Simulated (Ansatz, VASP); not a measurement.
One calculation of Fe, two programs

```
Fe
1.0
     0.00000    1.94174    1.92580
     1.49844    0.00000    1.92580
     1.49844    1.94174    0.00000
Fe
1
Direct
  0.00000 0.00000 0.00000
```

Change from the starting cell: zz strain of -2 %.

Alike in both runs: task single point; functional PBE; k mesh 16 × 16 × 16; occupations fermi-dirac, width 0.05 eV; collinear spin.

|  | VASP | Ansatz |
| --- | --- | --- |
| version | VASP 6.6.1 | Ansatz 0.2.0 |
| potentials or method | VASP PAW PBE potentials, release 64 (Fe), cutoff 520 eV | all-electron LAPW, scalar-relativistic |

```tsv
	VASP	Ansatz	Ansatz less VASP
pressure (GPa)	3.4	3.5	+0.12
traceless stress, the component that is largest in VASP (GPa)	-6.34	-6.53	-0.181
net moment per atom (μB)	2.19	2.16	-0.027
size of the moment on the site where the two differ most (μB)	2.19	2.22	+0.031
```

Site moments also hang on the region over which each program counts them. Ansatz ran all-electron here, and VASP with PAW potentials.
